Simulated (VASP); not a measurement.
Runs of VASP 6.6.1 on BiW. The structure is that of space group P6_3/mmc (No. 194), or close to it. The cells are those of the table. 

```csv
task,level,cell,cutoff (eV),smearing,gap on the mesh (eV),pressure (GPa)
relaxation of shape and atoms at fixed volume,PBE,"relaxed from a = 4.520, b = 4.520, c = 5.100 Å, angles 90.0, 90.0, 120.0°, 4 atoms",600,gaussian 0.05 eV,none,7.3
single point,PBE,"a = 4.770, b = 4.770, c = 5.187 Å, angles 90.0, 90.0, 120.0°, 4 atoms",520,gaussian 0.05 eV,none,-6.2
relaxation of cell and atoms,PBE,"relaxed from a = 4.205, b = 4.205, c = 5.861 Å, angles 90.0, 90.0, 120.0°, 4 atoms",600,gaussian 0.05 eV,none,0.0
single point,PBE,"a = 4.626, b = 4.626, c = 5.153 Å, angles 90.0, 90.0, 120.0°, 4 atoms",520,methfessel-paxton 0.05 eV,none,(a)
single point,PBE,"a = 4.831, b = 4.831, c = 5.199 Å, angles 90.0, 90.0, 120.0°, 4 atoms",520,gaussian 0.05 eV,none,-8.2
single point,r2SCAN,"a = 4.626, b = 4.626, c = 5.153 Å, angles 90.0, 90.0, 120.0°, 4 atoms",520,gaussian 0.05 eV,none,-2.2
```

Alike in all rows: potentials or basis VASP PAW PBE potentials, release 64 (W_sv, Bi_d); no spin polarisation; k mesh 10 × 10 × 6.

**Question.** Fill in the values left out.

**Answer.** (a) 0.1.

Caveats: spin-orbit coupling is left out, which moves the levels of the heavy elements; the cell stands under tension (at least some runs); the PAW data sets were made with another functional, which shifts forces and pressure a little (at least some runs).

A k mesh can miss the band edges, and the runs leave out spin-orbit coupling on Bi, W.

A gap of «none» marks levels without a gap at the run's occupations.
